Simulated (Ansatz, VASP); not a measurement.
SnTe in VASP and in Ansatz

```xyz
2
Lattice="0.0000 3.1893 3.1893 3.1893 0.0000 3.1893 3.1893 3.1893 0.0000" Properties=species:S:1:pos:R:3 pbc="T T T"
Sn    0.0000    0.0000    0.0000
Te    3.1893    3.1893    3.1893
```

Alike in both runs: task single point; functional PBE; k mesh 8 × 8 × 8; occupations fermi-dirac, width 0.02 eV; no spin polarisation.

|  | VASP | Ansatz |
| --- | --- | --- |
| version | VASP 6.6.1 | Ansatz 0.2.0 |
| potentials or method | VASP PAW PBE potentials, release 64 (Sn_d, Te) | plane waves, PAW |
| plane-wave cutoff (eV) | 520 | 420 |
| valence electrons in the cell | 20 | 30 |

```tsv
	VASP	Ansatz	Ansatz less VASP
pressure (GPa)	0.6	0.6	+0.07
```

VASP's potentials hold 20 valence electrons a cell and Ansatz's 30, so a difference there can come from the potentials and not from the codes.

Spin-orbit coupling is off throughout.
